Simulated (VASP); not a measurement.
Runs of VASP 6.6.1 on Si. The structure is that of space group P6_3/mmc (No. 194), or close to it. The cells are those of the table. This isn't the form of Si at room conditions, which is diamond.

```tsv
task	level	potentials or basis	cell	cutoff (eV)	gap on the mesh (eV)	pressure (GPa)
electric field gradients	PBEsol	VASP PAW PBE potentials, release 64 (Si)	a = 2.690, b = 2.690, c = 4.573 Å, angles 90.0, 90.0, 120.0°, 2 atoms	400	none	-2.4
electric field gradients	PBEsol	VASP PAW PBE potentials, release 64 (Si)	a = 2.725, b = 2.725, c = 4.633 Å, angles 90.0, 90.0, 120.0°, 2 atoms	400	none	(a)
electric field gradients	LDA	VASP PAW LDA potentials, release 64 (Si)	a = 2.690, b = 2.690, c = 4.573 Å, angles 90.0, 90.0, 120.0°, 2 atoms	400	none	-3.3
electric field gradients	r2SCAN	VASP PAW PBE potentials, release 64 (Si)	a = 2.690, b = 2.690, c = 4.573 Å, angles 90.0, 90.0, 120.0°, 2 atoms	440	none	-3.8
single point	r2SCAN	VASP PAW PBE potentials, release 64 (Si)	a = 2.690, b = 2.690, c = 4.573 Å, angles 90.0, 90.0, 120.0°, 2 atoms	550	none	-3.8
single point	PBEsol	VASP PAW PBE potentials, release 64 (Si)	a = 2.690, b = 2.690, c = 4.573 Å, angles 90.0, 90.0, 120.0°, 2 atoms	500	none	-2.4
```

Alike in all rows: no spin polarisation; k mesh 15 × 15 × 8; smearing fermi-dirac 0.05 eV.

Question: Estimate the missing entries.

Answer: (a) -5.3.

Caveats: the PAW data sets were made with another functional, which shifts forces and pressure a little (at least some runs); the cell stands under tension (at least some runs).

A gap of «none» marks levels without a gap at the run's occupations.
